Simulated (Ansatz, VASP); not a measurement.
Two plane-wave programs on CoO

```
Co O
1.0
     3.19765    0.00000    0.00000
    -1.59882    2.76924    0.00000
     0.00000    0.00000    5.22871
Co O
2 2
Direct
  0.00000 0.00000 0.00347
  0.33333 0.66667 0.50336
  0.00000 0.00000 0.37161
  0.33333 0.66667 0.87156
```

Alike in both runs: task single point; functional PBE; k mesh 12 × 12 × 6; occupations gaussian, width 0.05 eV; collinear spin; Hubbard terms Co d U = 3.32 eV.

```csv
,VASP,Ansatz
version,VASP 6.6.1,Ansatz 0.2.0
potentials or method,"VASP PAW PBE potentials, release 64 (Co, O), cutoff 520 eV","scalar-relativistic, plane waves, PAW"
valence electrons in the cell,30,46
```

Ansatz gave:

| Item | Value |
| --- | --- |
| gap on the k mesh at the Fermi level (eV) | 1.13 |
| pressure (GPa) | 9.7 |
| traceless stress, the component that is largest in VASP (GPa) | 0.42 |
| rms of the force components (eV/Å) | 0.071 |
| net moment per atom (μB) | 0.00 |
| size of the moment on the site where the two differ most (μB) | 2.37 |

Which values does VASP return?

gap on the k mesh at the Fermi level (eV): 1.21; pressure (GPa): 7.6; traceless stress, the component that is largest in VASP (GPa): 0.22; rms of the force components (eV/Å): 0.078; net moment per atom (μB): 0.00; size of the moment on the site where the two differ most (μB): 2.62.

Site moments also hang on the region over which each program counts them. The programs project onto different local orbitals, so the same U acts differently, and such runs can settle in different states. Atom by atom the forces differ by 0.006 eV/Å (rms over components). VASP's potentials hold 30 valence electrons a cell and Ansatz's 46, so a difference there can come from the potentials and not from the codes.
